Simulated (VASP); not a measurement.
**S: single point with PBEsol**

Crystal: S.

```
CELL_PARAMETERS angstrom
0.00000 1.55419 1.55419
1.55419 0.00000 1.55419
1.55419 1.55419 0.00000
ATOMIC_POSITIONS crystal
S 0.00000 0.00000 0.00000
```

This isn't the form of S at room conditions, which is orthorhombic, of S8 rings.

| Item | Value |
| --- | --- |
| Program | VASP 6.6.1 |
| Task | single point |
| Functional | PBEsol |
| Potentials or basis | VASP PAW PBE potentials, release 64 (S) |
| Cutoff | 500 eV |
| k mesh | 20 × 20 × 20 |
| Occupations | fermi-dirac, width 0.08 eV |
| Spin | no spin polarisation |
| Dipole correction | no |
| Further INCAR settings | ALGO = Normal; EDIFF = 1e-06; NBANDS = 9 |

```yaml
Pressure: 251.0 GPa
Band_gap_on_the_k_mesh: zero (bands 3 and 4 overlap by 17.96 eV)
```

Levels at points of the mesh, in eV from the Fermi level:
| k point | band 1 | band 2 | band 3 | band 4 | band 5 | band 6 |
| --- | --- | --- | --- | --- | --- | --- |
| (0.00, 0.00, 0.00) | -27.58 | 9.86 | 9.86 | 9.86 | 12.30 | 12.30 |
| (0.50, 0.00, 0.00) | -17.23 | -16.43 | 6.13 | 6.13 | 10.79 | 10.79 |
| (0.50, 0.50, 0.00) | -14.13 | -12.48 | -1.51 | -1.51 | 1.04 | 4.97 |

Run time: 3 s on 1 thread of Intel(R) Xeon(R) 6975P-C (Granite Rapids) (shared host), peak memory 0.12 GiB.

Caveat: the cell stands under pressure; the PAW data sets were made with another functional, which shifts forces and pressure a little.
